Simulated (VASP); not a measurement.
# MoS2 (P6_3/mmc) in VASP: a series of runs

Runs on MoS2. Level: PBE+D3(BJ). Tasks: single point.

Program: VASP 6.6.1. These are calculated values, not measurements. Logs are shortened: lines on timing, memory, paths and dates and some standing lists are left out, and cuts for length are marked.

### 1 The cell of the first run

The structure is hexagonal, space group P6_3/mmc (No. 194). Conventional cell: a = 3.071 Å, b = 3.071 Å, c = 11.789 Å, α = 90.00°, β = 90.00°, γ = 120.00°. Within 3.1 Å of Mo (site symmetry -6m2) lie 6 S at 2.34 Å and 6 Mo at 3.07 Å. Within 3.1 Å of S (site symmetry 3m) lie 3 Mo at 2.34 Å and 7 S at 3.05 to 3.07 Å.

### 2 Single point, PBE+D3(BJ)

File INCAR:

```
ALGO = Normal ; EDIFF = 1E-6
ENCUT = 520 ; GGA = PE
ISIF = 2 ; ISMEAR = 0
IVDW = 12 ; LASPH = True
LCHARG = True ; LELF = True
LREAL = False ; LVHAR = True
LWAVE = False ; NBANDS = 35
NELM = 80 ; PREC = Accurate
SIGMA = 0.05
```

File KPOINTS:

```
k-points
0
Gamma
  12 12 4
```

File POSCAR:

```
MoS2
1.0
    3.0706239931      0.0000000000      0.0000000000
   -1.5353119966      2.6592383835      0.0000000000
    0.0000000000      0.0000000000     11.7894728657
Mo S
2 4
Direct
    0.3333333333      0.6666666667      0.2500000000
    0.6666666667      0.3333333333      0.7500000000
    0.3333333333      0.6666666667      0.6204968003
    0.6666666667      0.3333333333      0.1204968003
    0.3333333333      0.6666666667      0.8795031997
    0.6666666667      0.3333333333      0.3795031997
```

Potentials or basis: VASP PAW PBE potentials, release 64 (Mo_sv, S).

Launch:

```sh
$ cat potpaw_PBE.64/Mo_sv/POTCAR potpaw_PBE.64/S/POTCAR > POTCAR
$ mpirun -np 1 vasp_std > vasp.out
```

OUTCAR:

```text
EDIFF = 1E-6
   ENCUT = 520
   GGA = PE
   ISIF = 2
   ISMEAR = 0
   IVDW = 12
   LASPH = True
   LREAL = False
   NELM = 80
   PREC = Accurate
 IVDW          = 12

 ion  position               nearest neighbor table
   1  0.333  0.667  0.250-   4 2.34   6 2.34   4 2.34   6 2.34   4 2.34   6 2.34
   2  0.667  0.333  0.750-   3 2.34   5 2.34   3 2.34   5 2.34   3 2.34   5 2.34
   3  0.333  0.667  0.620-   2 2.34   2 2.34   2 2.34
   4  0.667  0.333  0.120-   1 2.34   1 2.34   1 2.34
   5  0.333  0.667  0.880-   2 2.34   2 2.34   2 2.34
   6  0.667  0.333  0.380-   1 2.34   1 2.34   1 2.34

  LATTYP: Found a hexagonal cell.
 ALAT       =     3.0706239931
 C/A-ratio  =     3.8394387891

  Lattice vectors:

 A1 = (   3.0706239931,   0.0000000000,   0.0000000000)
 A2 = (  -1.5353119966,   2.6592383835,   0.0000000000)
 A3 = (   0.0000000000,   0.0000000000,  11.7894728657)

Analysis of symmetry for initial positions (statically):
=====================================================================
 Subroutine PRICEL returns:
 Original cell was already a primitive cell.

 Routine SETGRP: Setting up the symmetry group for a
 hexagonal supercell.

 Subroutine GETGRP returns: Found 24 space group operations
 (whereof 12 operations were pure point group operations)
 out of a pool of 24 trial point group operations.

The static configuration has the point symmetry D_3d.
 The point group associated with its full space group is D_6h.

Analysis of symmetry for dynamics (positions and initial velocities):
=====================================================================
 Subroutine PRICEL returns:
 Original cell was already a primitive cell.

 Routine SETGRP: Setting up the symmetry group for a
 hexagonal supercell.

 Subroutine GETGRP returns: Found 24 space group operations
 (whereof 12 operations were pure point group operations)
 out of a pool of 24 trial point group operations.

The dynamic configuration has the point symmetry D_3d.
 The point group associated with its full space group is D_6h.

 Subroutine INISYM returns: Found 24 space group operations
 (whereof 12 operations are pure point group operations),
 and found     1 'primitive' translations

----------------------------------------------------------------------------------------

                                     Primitive cell

  volume of cell :      96.2672

  direct lattice vectors                    reciprocal lattice vectors
     3.070623993  0.000000000  0.000000000     0.325666706  0.188023760  0.000000000
    -1.535311997  2.659238383  0.000000000     0.000000000  0.376047520  0.000000000
     0.000000000  0.000000000 11.789472866     0.000000000  0.000000000  0.084821434

  length of vectors
     3.070623993  3.070623993 11.789472866     0.376047520  0.376047520  0.084821434

  position of ions in fractional coordinates (direct lattice)
     0.333333333  0.666666667  0.250000000
     0.666666667  0.333333333  0.750000000
     0.333333333  0.666666667  0.620496800
     0.666666667  0.333333333  0.120496800
     0.333333333  0.666666667  0.879503200
     0.666666667  0.333333333  0.379503200

  ion indices of the primitive-cell ions
   primitive index   ion index
                 1           1
                 2           2
                 3           3
                 4           4
                 5           5
                 6           6

----------------------------------------------------------------------------------------

 KPOINTS: k-points

Automatic generation of k-mesh.
 Grid dimensions read from file:
 generate k-points for:   12   12    4

 Generating k-lattice:

  Cartesian coordinates                     Fractional coordinates (reciprocal lattice)
     0.027138892  0.015668647  0.000000000     0.083333333  0.000000000  0.000000000
     0.000000000  0.031337293  0.000000000     0.000000000  0.083333333  0.000000000
     0.000000000  0.000000000  0.021205359     0.000000000  0.000000000  0.250000000

  Length of vectors
     0.031337293  0.031337293  0.021205359

  Shift w.r.t. Gamma in fractional coordinates (k-lattice)
     0.000000000  0.000000000  0.000000000

 Subroutine IBZKPT returns following result:
 ===========================================

 Found     57 irreducible k-points:

 Following reciprocal coordinates:
            Coordinates               Weight
  0.000000  0.000000  0.000000      1.000000
  0.083333  0.000000  0.000000      6.000000
  0.166667  0.000000  0.000000      6.000000
  0.250000  0.000000  0.000000      6.000000
  0.333333  0.000000  0.000000      6.000000
  0.416667  0.000000  0.000000      6.000000
[... 16 lines left out ...]
  0.250000  0.000000  0.250000     12.000000
  0.333333  0.000000  0.250000     12.000000
 [... further k-points ...]
   k-points           NKPTS =     57   k-points in BZ     NKDIM =     57   number of bands    NBANDS=     35
   number of dos      NEDOS =    301   number of ions     NIONS =      6
   total plane-waves  NPLWV =  51840
   dimension x,y,z NGX =    24 NGY =   24 NGZ =   90
   dimension x,y,z NGXF=    48 NGYF=   48 NGZF=  180
   ions per type =               2   4
   NGX,Y,Z   is equivalent  to a cutoff of  12.99, 12.99, 12.69 a.u.
   NGXF,Y,Z  is equivalent  to a cutoff of  25.99, 25.99, 25.38 a.u.
 SYSTEM =  unknown system
   PREC   = accura    normal or accurate (medium, high low for compatibility)
   ISTART =      0    job   : 0-new  1-cont  2-samecut
   ICHARG =      2    charge: 1-file 2-atom 10-const
   ISPIN  =      1    spin polarized calculation?
   LNONCOLLINEAR =      F non collinear calculations
   LSORBIT =      F    spin-orbit coupling
   LASPH  =      T    aspherical Exc in radial PAW
   ENCUT  =  520.0 eV  38.22 Ry    6.18 a.u.   5.71  5.71 21.92*2*pi/ulx,y,z
   NELM   =     80;   NELMIN=  2; NELMDL= -5     # of ELM steps
   EDIFF  = 0.1E-05   stopping-criterion for ELM
   LREAL  =      F    real-space projection
   EDIFFG = 0.1E-04   stopping-criterion for IOM
   NSW    =      0    number of steps for IOM
   IBRION =     -1    ionic relax: 0-MD 1-quasi-New 2-CG
   NFREE  =      0    steps in history (QN), initial steepest desc. (CG)
   ISIF   =      2    stress and relaxation
   ISYM   =      2    0-nonsym 1-usesym 2-fastsym
   POTIM  = 0.5000    time-step for ionic-motion
   TEBEG  =    0.0;   TEEND  =   0.0 temperature during run
   PSTRESS=    0.0 pullay stress
   NELECT =      52.0000    total number of electrons
   NUPDOWN=      -1.0000    fix difference up-down
   EMIN   =  10.00;   EMAX   =-10.00  energy-range for DOS
   EFERMI =   0.00;   METHOD = LEGACY
   ISMEAR =     0;   SIGMA  =   0.05  broadening in eV -4-tet -1-fermi 0-gaus
   EFERMI_NEDOS =   21; number of points for ismear=-14 and -15
   IALGO  =     38    algorithm
   IMIX   =      4    mixing-type and parameters
     AMIX     =   0.40;   BMIX     =  1.00
     AMIX_MAG =   1.60;   BMIX_MAG =  1.00
  volume/ion in A,a.u.               =      16.04       108.27
  Fermi-wavevector in a.u.,A,eV,Ry     =   1.333265  2.519506 24.185660  1.777596
  Thomas-Fermi vector in A             =   2.462137
   LORBIT       =      0    0 simple, 1 ext, 2 COOP (PROOUT), +10 PAW based schemes
   GGA     = PE    functional components
   LHFCALC =     F    Hartree Fock is set to
   AEXX    =    0.0000 exact exchange contribution
   IVDW    =    12    specifies the selected vdW correction
   LEPSILON=     F    determine dielectric tensor
   LRPA    =     F    only Hartree local field effects (RPA)
 non-spin polarized calculation
 Gauss-broadening in eV      SIGMA  =   0.05
  energy-cutoff  :      520.00
  volume of cell :       96.27
 maximum number of plane-waves:      2616
 NGX is ok and might be reduce to    24
   NGX = 11   NGY = 11   NGZ = 43

 number of electron      51.9999996 magnetization

 Free energy of the ion-electron system (eV)
  ---------------------------------------------------
  ext. energy  EPLUGINS =         0.00000000
  ---------------------------------------------------
  free energy    TOTEN  =       -43.02826099 eV

  energy without entropy =      -43.02826099  energy(sigma->0) =      -43.02826099

 E-fermi :   9.4446     XC(G=0): -11.3972

 val. band max:        9.0838843479   @ k =   0.0000   0.0000   0.0000
 cond. band min:       9.7949770592   @ k =   0.1667   0.1667   0.0000
 fundamental gap:      0.7110927113
 Fermi energy:         9.4446287206

 k-point     1 :       0.0000    0.0000    0.0000
  band No.  band energies     occupation
      1     -52.4960      2.00000
      2     -52.4960      2.00000
      3     -26.7452      2.00000
      4     -26.7449      2.00000
      5     -26.4017      2.00000
      6     -26.4017      2.00000
[... 27 lines left out ...]
     34      11.7549      0.00000
     35      14.9165      0.00000

 k-point     2 :       0.0833    0.0000    0.0000
  band No.  band energies     occupation
      1     -52.4919      2.00000
      2     -52.4919      2.00000
      3     -26.7374      2.00000
      4     -26.7371      2.00000
      5     -26.4401      2.00000
      6     -26.4401      2.00000
[... 27 lines left out ...]
     34      11.6304      0.00000
     35      15.4727      0.00000

 k-point     3 :       0.1667    0.0000    0.0000
  band No.  band energies     occupation
      1     -52.4806      2.00000
      2     -52.4806      2.00000
      3     -26.7160      2.00000
      4     -26.7158      2.00000
      5     -26.5438      2.00000
      6     -26.5438      2.00000
[... 27 lines left out ...]
     34      12.0678      0.00000
     35      16.5727      0.00000

 k-point     4 :       0.2500    0.0000    0.0000
  band No.  band energies     occupation
      1     -52.4652      2.00000
      2     -52.4652      2.00000
      3     -26.6867      2.00000
      4     -26.6865      2.00000
      5     -26.6830      2.00000
      6     -26.6830      2.00000
[... 27 lines left out ...]
     34      12.6237      0.00000
     35      16.7091      0.00000

 k-point     5 :       0.3333    0.0000    0.0000
  band No.  band energies     occupation
      1     -52.4497      2.00000
      2     -52.4497      2.00000
      3     -26.8194      2.00000
      4     -26.8194      2.00000
      5     -26.6572      2.00000
      6     -26.6571      2.00000
[... 638 lines left out ...]
 k-point    22 :       0.1667    0.0000    0.2500
  band No.  band energies     occupation
      1     -52.4806      2.00000
      2     -52.4806      2.00000
      3     -26.7160      2.00000
      4     -26.7158      2.00000
      5     -26.5438      2.00000
      6     -26.5438      2.00000
[... 27 lines left out ...]
     34      12.0481      0.00000
     35      16.6218      0.00000

 k-point    23 :       0.2500    0.0000    0.2500
  band No.  band energies     occupation
      1     -52.4652      2.00000
      2     -52.4652      2.00000
      3     -26.6867      2.00000
      4     -26.6866      2.00000
      5     -26.6830      2.00000
      6     -26.6830      2.00000
[... 27 lines left out ...]
     34      12.5801      0.00000
     35      16.4941      0.00000

 k-point    24 :       0.3333    0.0000    0.2500
  band No.  band energies     occupation
      1     -52.4497      2.00000
      2     -52.4497      2.00000
      3     -26.8194      2.00000
      4     -26.8194      2.00000
      5     -26.6572      2.00000
      6     -26.6571      2.00000
[... 27 lines left out ...]
     34      12.9643      0.00000
     35      15.6871      0.00000

 [... further k-points ...]

------------------------ aborting loop because EDIFF is reached ----------------------------------------

 Edisp (eV)   -2.83824

 E8    (eV) :    -1.1443

  FORCE on cell =-STRESS in cart. coord.  units (eV):
  Direction    XX          YY          ZZ          XY          YZ          ZX
  --------------------------------------------------------------------------------------
  -------------------------------------------------------------------------------------
  Total       7.94772     7.94772     8.84755    -0.00000     0.00000     0.00000
  in kB     132.27411   132.27411   147.25003    -0.00000     0.00000     0.00000
  external pressure =      137.27 kB  Pullay stress =        0.00 kB

 VOLUME and BASIS-vectors are now :
 -----------------------------------------------------------------------------
  energy-cutoff  :      520.00
  volume of cell :       96.27
      direct lattice vectors                 reciprocal lattice vectors
     3.070623993  0.000000000  0.000000000     0.325666706  0.188023760  0.000000000
    -1.535311997  2.659238383  0.000000000     0.000000000  0.376047520  0.000000000
     0.000000000  0.000000000 11.789472866     0.000000000  0.000000000  0.084821434

 POSITION                                       TOTAL-FORCE (eV/Angst)
 -----------------------------------------------------------------------------------
     -0.00000      1.77283      2.94737         0.000000     -0.000000     -0.000000
      1.53531      0.88641      8.84210        -0.000000      0.000000     -0.000000
     -0.00000      1.77283      7.31533         0.000000     -0.000000     -1.340159
      1.53531      0.88641      1.42059        -0.000000      0.000000     -1.340159
     -0.00000      1.77283     10.36888         0.000000     -0.000000      1.340159
      1.53531      0.88641      4.47414        -0.000000      0.000000      1.340159
 -----------------------------------------------------------------------------------
    total drift:                               -0.000000      0.000000     -0.000000

  FREE ENERGIE OF THE ION-ELECTRON SYSTEM (eV)
  ---------------------------------------------------
  free  energy   TOTEN  =       -45.8664988318 eV

  energy  without entropy=      -45.8664988318  energy(sigma->0) =      -45.86649883
```

Wall time 3 min (1 thread of Intel Xeon 8259CL, shared host); peak memory 0.32 GiB.

What came out:

```
Free energy                : -45.8665 eV
Pressure                   : 13.7 GPa
Largest force              : 1.340 eV/Å
Band gap on the k mesh     : 0.71 eV (least direct gap 1.88 eV)
Dispersion energy per atom : -0.473 eV
```

Forces in eV/Å, atoms in the order of the input:
```
Mo   0.000  0.000  0.000
Mo   0.000  0.000  0.000
S    0.000  0.000 -1.340
S    0.000  0.000 -1.340
S    0.000  0.000  1.340
S    0.000  0.000  1.340
```

Stress tensor (GPa, compression positive):
```
13.23  0.00  0.00
 0.00 13.23  0.00
 0.00  0.00 14.73
```

Caveat: the cell stands under pressure; semilocal functionals underestimate gaps, and a narrow one can read as zero; forces of over 1 eV/Å act on the atoms, so gaps and moduli don't describe the material at rest. A k mesh can miss the band edges.

### 3 Single point, PBE+D3(BJ)

This run uses another cell than the first one, of 16.46 Å³/atom.

File INCAR:

```
PREC = Accurate
ENCUT = 520
EDIFF = 1E-6
ISMEAR = 0
SIGMA = 0.05
LREAL = False
LASPH = True
NELM = 60
ALGO = Normal
ISIF = 2
LWAVE = False
LCHARG = True
GGA = PE
IVDW = 12
LELF = True
LVHAR = True
NBANDS = 35
```

File KPOINTS:

```
Automatic mesh
0
Gamma
  12 12 4
```

Changes to POSCAR since step 2:

```diff
@@ -2,5 +2,5 @@
 1.0
-    3.0706239931      0.0000000000      0.0000000000
-   -1.5353119966      2.6592383835      0.0000000000
-    0.0000000000      0.0000000000     11.7894728657
+    3.0967636641      0.0000000000      0.0000000000
+   -1.5483818321      2.6818760026      0.0000000000
+    0.0000000000      0.0000000000     11.8898345321
 Mo S
```

Potentials or basis: VASP PAW PBE potentials, release 64 (Mo_sv, S).

Launch:

```sh
$ cat potpaw_PBE.64/Mo_sv/POTCAR potpaw_PBE.64/S/POTCAR > POTCAR
$ mpirun -np 1 vasp_std > vasp.out
```

It took 4.1 min on 1 thread of Intel Xeon 8259CL, shared host; peak memory 0.32 GiB.

It converged, with:

| Item | Value |
| --- | --- |
| Free energy | -46.0396 eV |
| Pressure | 8.6 GPa |
| Largest force | 0.854 eV/Å |
| Band gap on the k mesh | 0.74 eV (least direct gap 1.82 eV) |
| Dispersion energy per atom | -0.461 eV |

Forces on the atoms (eV/Å):
```
Mo   0.000  0.000  0.000
Mo   0.000  0.000  0.000
S    0.000  0.000 -0.854
S    0.000  0.000 -0.854
S    0.000  0.000  0.854
S    0.000  0.000  0.854
```

Stress tensor (GPa, compression positive):
```
8.28 0.00 0.00
0.00 8.28 0.00
0.00 0.00 9.22
```

Levels at points of the mesh, in eV from the valence-band top:
| k point | band 24 | band 25 | band 26 | band 27 | band 28 | band 29 |
| --- | --- | --- | --- | --- | --- | --- |
| (0.00, 0.00, 0.00) | -1.47 | -1.15 | 0.00 | 2.15 | 2.15 | 2.19 |
| (0.50, 0.00, 0.00) | -1.63 | -1.59 | -1.47 | 1.69 | 1.75 | 2.07 |
| (0.00, 0.00, 0.50) | -2.34 | -0.30 | -0.30 | 2.16 | 2.16 | 2.16 |
| (0.50, 0.00, 0.50) | -1.73 | -1.53 | -1.53 | 1.72 | 1.72 | 2.27 |

Caveat: the cell stands under pressure; semilocal functionals underestimate gaps, and a narrow one can read as zero.

### 4 Single point, PBE+D3(BJ)

This run uses another cell than the first one, of 16.88 Å³/atom.

File INCAR:

```
ALGO = Normal
EDIFF = 1E-7
ENCUT = 520
GGA = PE
ISIF = 2
ISMEAR = 0
IVDW = 12
LASPH = T
LCHARG = F
LREAL = F
LWAVE = F
NBANDS = 35
NELM = 80
PREC = Accurate
SIGMA = 0.05
```

File KPOINTS:

```
k-points
0
Gamma
  12 12 4
```

Changes to POSCAR since step 3:

```diff
@@ -2,5 +2,5 @@
 1.0
-    3.0967636641      0.0000000000      0.0000000000
-   -1.5483818321      2.6818760026      0.0000000000
-    0.0000000000      0.0000000000     11.8898345321
+    3.1232182708      0.0000000000      0.0000000000
+   -1.5616091354      2.7047863640      0.0000000000
+    0.0000000000      0.0000000000     11.9914053753
 Mo S
```

Launch:

```sh
$ cat potpaw_PBE.64/Mo_sv/POTCAR potpaw_PBE.64/S/POTCAR > POTCAR
$ mpirun -np 1 vasp_std > vasp.out
```

It took 4.3 min on 1 thread of Intel Xeon 8259CL, shared host; peak memory 0.32 GiB.

The run converged. Its results:

```yaml
Free_energy: -46.1397 eV
Pressure: 3.9 GPa
Largest_force: 0.400 eV/Å
Band_gap_on_the_k_mesh: 0.77 eV (least direct gap 1.76 eV)
Dispersion_energy_per_atom: -0.449 eV
```

Forces on the atoms (eV/Å):
```
Mo   0.000  0.000  0.000
Mo   0.000  0.000  0.000
S    0.000  0.000 -0.400
S    0.000  0.000 -0.400
S    0.000  0.000  0.400
S    0.000  0.000  0.400
```

Stress tensor (GPa, compression positive):
```
3.81 0.00 0.00
0.00 3.81 0.00
0.00 0.00 4.22
```

Levels at points of the mesh, in eV from the valence-band top:
| k point | band 23 | band 24 | band 25 | band 26 | band 27 | band 28 | band 29 | band 30 |
| --- | --- | --- | --- | --- | --- | --- | --- | --- |
| (0.00, 0.00, 0.00) | -2.23 | -1.37 | -1.13 | 0.00 | 2.12 | 2.12 | 2.16 | 2.16 |
| (0.50, 0.00, 0.00) | -1.82 | -1.56 | -1.55 | -1.40 | 1.66 | 1.71 | 2.03 | 2.37 |
| (0.00, 0.00, 0.50) | -2.26 | -2.26 | -0.28 | -0.28 | 2.13 | 2.13 | 2.13 | 2.13 |
| (0.50, 0.00, 0.50) | -1.69 | -1.69 | -1.46 | -1.46 | 1.68 | 1.68 | 2.22 | 2.22 |

Caveat: the cell stands under pressure; semilocal functionals underestimate gaps, and a narrow one can read as zero. A k mesh can miss the band edges.

### 5 The runs side by side

| cell | gap on the mesh (eV) | pressure (GPa) | largest force (eV/Å) |
| --- | --- | --- | --- |
| a = 3.071, b = 3.071, c = 11.789 Å, angles 90.0, 90.0, 120.0°, 6 atoms | 0.71 | 13.7 | 1.34 |
| a = 3.097, b = 3.097, c = 11.890 Å, angles 90.0, 90.0, 120.0°, 6 atoms | 0.74 | 8.6 | 0.85 |
| a = 3.123, b = 3.123, c = 11.991 Å, angles 90.0, 90.0, 120.0°, 6 atoms | 0.77 | 3.9 | 0.40 |

Alike in all rows: task single point; level PBE+D3(BJ); potentials or basis VASP PAW PBE potentials, release 64 (Mo_sv, S); no spin polarisation; k mesh 12 × 12 × 4; cutoff (eV) 520; smearing gaussian 0.05 eV.

Caveats: the cell stands under pressure; semilocal functionals underestimate gaps, and a narrow one can read as zero; forces of over 1 eV/Å act on the atoms, so gaps and moduli don't describe the material at rest (at least some runs).

Total energies depend on the potentials used, so only differences within one code and one set of settings carry meaning.
